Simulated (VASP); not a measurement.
Wanted: the native input for a VASP 6.6.1 run.

| Item | Value |
| --- | --- |
| Task | single point |
| Functional | PBE |
| Potentials or basis | VASP PAW PBE potentials, release 64 (Mo_sv, S) |
| Cutoff | 520 eV |
| k mesh | 6 × 6 × 2 |
| Occupations | fermi-dirac, width 0.15 eV |
| Spin | no spin polarisation |
| Dipole correction | no |
| Further INCAR settings | ALGO = Normal; EDIFF = 1e-07; NBANDS = 35 |

The structure of MoS2 lies in POSCAR:

```
MoS2
1.0
    3.1690000000      0.0000000000      0.0000000000
   -1.5845000000      2.7444350000      0.0000000000
    0.0000000000      0.0000000000     14.3240000000
Mo S
2 4
Direct
    0.3333333333      0.6666666667      0.2150935493
    0.6666666667      0.3333333333      0.6452806479
    0.3333333333      0.6666666667      0.5360131248
    0.6666666667      0.3333333333      0.1058260262
    0.3333333333      0.6666666667      0.7545481709
    0.6666666667      0.3333333333      0.3243610723
```

The input as run:

INCAR

```
PREC = Accurate ; ENCUT = 520
EDIFF = 1E-7 ; ISMEAR = -1
SIGMA = 0.15 ; LREAL = False
LASPH = True ; NELM = 80
ALGO = Normal ; ISIF = 2
LWAVE = False ; LCHARG = False
GGA = PE ; NBANDS = 35
```

KPOINTS

```
regular mesh
0
Gamma
  6 6 2
```

Potentials or basis: VASP PAW PBE potentials, release 64 (Mo_sv, S).

Command:

```console
$ cat potpaw_PBE.64/Mo_sv/POTCAR potpaw_PBE.64/S/POTCAR > POTCAR
$ mpirun -np 1 vasp_std > vasp.out
```

Results of the run:

| Quantity | Value |
| --- | --- |
| Largest force | 0.072 eV/Å |
| Band gap on the k mesh | 1.24 eV, indirect (least direct gap 1.69 eV) |

Wall time 41 s on 1 thread of Intel(R) Xeon(R) Platinum 8488C (Sapphire Rapids), on a shared host, peak memory 0.24 GiB.
